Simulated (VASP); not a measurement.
# SmC (P1) in VASP: single point with PBE

Aim: the single point of SmC with PBE.

Program: VASP 6.6.1. These are calculated values, not measurements. Logs are shortened: lines on timing, memory, paths and dates and some standing lists are left out, and cuts for length are marked.

## (1) The cell of the first run

The typed cell holds 2 atoms: a = 2.758 Å, b = 2.868 Å, c = 4.658 Å, α = 91.00°, β = 89.61°, γ = 121.36°.

## (2) Single point, PBE, collinear spin, ferromagnetic start

File INCAR:

```
PREC = Accurate
ENCUT = 600
EDIFF = 1E-6
ISMEAR = -1
SIGMA = 0.15
LREAL = False
LASPH = True
NELM = 200
ALGO = Normal
ISIF = 2
LWAVE = False
LCHARG = True
ISPIN = 2
MAGMOM = 6 0
LORBIT = 11
LMAXMIX = 6
GGA = PE
LELF = True
LVHAR = True
NBANDS = 21
GGA_COMPAT = False
```

File KPOINTS:

```
Automatic mesh
0
Gamma
  3 3 2
  0 0 0.5
```

File POSCAR:

```
SmC
1.0
    2.2271539286     -0.9183163561      1.3434377889
   -0.6540780469     -0.9464924685     -2.6266169930
    2.5484645561      3.4622311082     -1.7932290177
Sm C
1 1
Direct
    0.7106210000      0.3477460000      0.6206500000
    1.1313520000      0.9512050000      1.0773560000
```

Potentials or basis: VASP PAW PBE potentials, release 64 (Sm, C).

Run with:

```sh
cat potpaw_PBE.64/Sm/POTCAR potpaw_PBE.64/C/POTCAR > POTCAR
mpirun -np 1 vasp_std > vasp.out
```

OUTCAR:

```text
PREC = Accurate
   ENCUT = 600
   EDIFF = 1E-6
   ISMEAR = -1
   LREAL = False
   LASPH = True
   NELM = 200
   ISIF = 2
   ISPIN = 2
   LORBIT = 11
   GGA = PE

 ion  position               nearest neighbor table
   1  0.711  0.348  0.621-   2 2.55   2 2.58
   2  0.131  0.951  0.077-   1 2.55   1 2.58

  LATTYP: Found a triclinic cell.
 ALAT       =     2.8675395224
 B/A-ratio  =     0.9612983463
 C/A-ratio  =     1.6244049221
 COS(alpha) =     0.0114045708
 COS(beta)  =     0.0174996121
 COS(gamma) =     0.5195152980

  Lattice vectors:

 A1 = (  -0.6540780469,  -0.9464924685,  -2.6266169930)
 A2 = (   1.5730758817,  -1.8648088246,  -1.2831792041)
 A3 = (  -2.5484645561,  -3.4622311082,   1.7932290177)

Analysis of symmetry for initial positions (statically):
=====================================================================
 Subroutine PRICEL returns:
 Original cell was already a primitive cell.

 Routine SETGRP: Setting up the symmetry group for a
 triclinic supercell.

 Subroutine GETGRP returns: Found  1 space group operations
 (whereof  1 operations were pure point group operations)
 out of a pool of  2 trial point group operations.

The static configuration has the point symmetry C_1 .

Analysis of symmetry for dynamics (positions and initial velocities):
=====================================================================
 Subroutine PRICEL returns:
 Original cell was already a primitive cell.

 Routine SETGRP: Setting up the symmetry group for a
 triclinic supercell.

 Subroutine GETGRP returns: Found  1 space group operations
 (whereof  1 operations were pure point group operations)
 out of a pool of  2 trial point group operations.

The dynamic configuration has the point symmetry C_1 .

Analysis of structural, dynamic, and magnetic symmetry:
=====================================================================
 Subroutine PRICEL returns:
 Original cell was already a primitive cell.

 Routine SETGRP: Setting up the symmetry group for a
 triclinic supercell.

 Subroutine GETGRP returns: Found  1 space group operations
 (whereof  1 operations were pure point group operations)
 out of a pool of  2 trial point group operations.

The overall configuration has the point symmetry C_1 .

 Subroutine INISYM returns: Found  1 space group operations
 (whereof  1 operations are pure point group operations),
 and found     1 'primitive' translations

[... 98 lines left out ...]
     AMIX_MAG =   1.60;   BMIX_MAG =  1.00
  volume/ion in A,a.u.               =      15.73       106.14
  Fermi-wavevector in a.u.,A,eV,Ry     =   1.407721  2.660206 26.962362  1.981678
  Thomas-Fermi vector in A             =   2.529951
   LORBIT       =     11    0 simple, 1 ext, 2 COOP (PROOUT), +10 PAW based schemes
   GGA     = PE    functional components
   LHFCALC =     F    Hartree Fock is set to
   AEXX    =    0.0000 exact exchange contribution
   IVDW    =     0    specifies the selected vdW correction
   LEPSILON=     F    determine dielectric tensor
   LRPA    =     F    only Hartree local field effects (RPA)
 spin polarized calculation
  energy-cutoff  :      600.00
  volume of cell :       31.46
 maximum number of plane-waves:      1060
 NGX is ok and might be reduce to    24
   NGX = 11   NGY = 11   NGZ = 19

 number of electron      20.0000000 magnetization       5.3015845

 Free energy of the ion-electron system (eV)
  ---------------------------------------------------
  ext. energy  EPLUGINS =         0.00000000
  ---------------------------------------------------
  free energy    TOTEN  =       -15.02555739 eV

  energy without entropy =      -14.61412010  energy(sigma->0) =      -14.81983875

 E-fermi :   4.0753     XC(G=0): -11.6707

 val. band max:        4.0179804699   @ k =  -0.0000   0.0000   0.2500
 cond. band min:       4.0918930707   @ k =   0.3333   0.3333   0.2500
 fundamental gap:      0.0739126007
 Fermi energy:         4.0753035918

 spin component 1

 k-point     1 :      -0.0000    0.0000    0.2500
  band No.  band energies     occupation
      1     -36.3817      1.00000
      2     -15.8034      1.00000
      3     -13.0494      1.00000
      4     -12.7443      1.00000
      5      -5.7655      1.00000
      6       2.1183      1.00000
[... 205 lines left out ...]
     20      12.1955      0.00000
     21      18.4705      0.00000
 Fermi energy:         4.0753035918

 spin component 2

 k-point     1 :      -0.0000    0.0000    0.2500
  band No.  band energies     occupation
      1     -33.9972      1.00000
      2     -14.1514      1.00000
      3     -11.0633      1.00000
      4     -10.7493      1.00000
      5      -5.9485      1.00000
      6       2.3026      0.99999
[... 205 lines left out ...]
     20      13.0661      0.00000
     21      18.9640      0.00000

------------------------ aborting loop because EDIFF is reached ----------------------------------------

  FORCE on cell =-STRESS in cart. coord.  units (eV):
  Direction    XX          YY          ZZ          XY          YZ          ZX
  --------------------------------------------------------------------------------------
  -------------------------------------------------------------------------------------
  Total        1.5584348     -1.4701809      1.3929882     -4.9576895      2.7696737      2.2234381
  in kB       79.3769235    -74.8818243     70.9501105   -252.5137046    141.0698635    113.2480333
  external PRESSURE =      25.1484032 kB  Pullay stress =       0.0000000 kB

 VOLUME and BASIS-vectors are now :
 -----------------------------------------------------------------------------
  energy-cutoff  :      600.00
  volume of cell :       31.46
      direct lattice vectors                 reciprocal lattice vectors
     2.227153929 -0.918316356  1.343437789     0.343056864 -0.250086652  0.004690128
    -0.654078047 -0.946492469 -2.626616993     0.095515339 -0.235804801 -0.319531557
     2.548464556  3.462231108 -1.793229018     0.117103471  0.158035051 -0.086108403

 POSITION                                       TOTAL-FORCE (eV/Angst)
 -----------------------------------------------------------------------------------
      2.93691      1.16712     -1.07169        -0.048060     -0.248498      0.119337
     -0.13248     -0.75311     -2.46071         0.048060      0.248498     -0.119337
 -----------------------------------------------------------------------------------
    total drift:                               -0.000502     -0.000776      0.000315

  FREE ENERGIE OF THE ION-ELECTRON SYSTEM (eV)
  ---------------------------------------------------
  free  energy   TOTEN  =       -15.0255573909 eV

  energy  without entropy=      -14.6141201025  energy(sigma->0) =      -14.81983875

 total charge

# of ion       s       p       d       f       tot
--------------------------------------------------
    1        2.068   5.583   0.971   5.397  14.018
    2        0.970   1.109   0.000   0.000   2.079
--------------------------------------------------
tot          3.038   6.692   0.971   5.397  16.098

 magnetization (x)

# of ion       s       p       d       f       tot
--------------------------------------------------
    1        0.008  -0.092   0.199   5.214   5.329
    2       -0.021  -0.151   0.000   0.000  -0.173
--------------------------------------------------
tot         -0.013  -0.243   0.199   5.214   5.157
```

stdout:

```text
POSCAR found type information on POSCAR SmC
 POSCAR found :  2 types and       2 ions
 scaLAPACK will be used
 LDA part: xc-table for (Slater+PW92), standard interpolation
 POSCAR, INCAR and KPOINTS ok, starting setup
 FFT: planning ... GRIDC
 FFT: planning ... GRID_SOFT
 FFT: planning ... GRID
 WAVECAR not read
 entering main loop
```

It took 2.1 min on 1 thread of Intel Xeon 8259CL, shared host; peak memory 0.19 GiB.

Results:

```
Free energy                                           : -15.0256 eV
Pressure                                              : 2.5 GPa
Largest force                                         : 0.280 eV/Å
Net moment                                            : 5.30 μB per cell
Site moments                                          : Sm +5.33; C -0.17 μB
Valence electrons inside the program's atomic spheres : Sm 14.02; C 2.08
```

Forces in eV/Å, atoms in the order of the input:
```
Sm  -0.048 -0.248  0.119
C    0.048  0.248 -0.119
```

Stress tensor (GPa, compression positive):
```
  7.94 -25.25  11.32
-25.25  -7.49  14.11
 11.32  14.11   7.10
```

Caveat: the k points lie up to 0.86 Å⁻¹ apart, too coarse for converged energies, forces and pressures; the magnetic or orbital state may not be the lowest; spin-orbit coupling is left out, which moves the levels of the heavy elements; semilocal functionals describe open f shells poorly, which spoils levels, moments and volumes.
